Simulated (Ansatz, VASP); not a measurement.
## One calculation of GaP, two programs

```
CELL_PARAMETERS angstrom
0.00000 2.82675 2.75217
2.75217 0.00000 2.75217
2.75217 2.82675 0.00000
ATOMIC_POSITIONS crystal
Ga 0.00000 0.00000 0.00000
P 0.75000 0.75000 0.75000
```

Alike in both runs: task single point; functional PBE; k mesh 10 × 10 × 10; occupations gaussian, width 0.05 eV; no spin polarisation.

|  | VASP | Ansatz |
| --- | --- | --- |
| version | VASP 6.6.1 | Ansatz 0.2.0 |
| potentials or method | VASP PAW PBE potentials, release 64 (Ga_d, P), cutoff 520 eV | scalar-relativistic, plane waves, PAW |
| valence electrons in the cell | 18 | 18 |

|  | VASP | Ansatz | Ansatz less VASP |
| --- | --- | --- | --- |
| gap on the k mesh at the Fermi level (eV) | 1.31 | 1.31 | +0.003 |
| least direct gap on the mesh (eV) | 1.31 | 1.31 | +0.003 |
| pressure (GPa) | -1.9 | -1.9 | +0.05 |
| traceless stress, the component that is largest in VASP (GPa) | -1.35 | -1.35 | +0.002 |

The functional is the same, so the differences come from potentials, cutoffs and numerics.
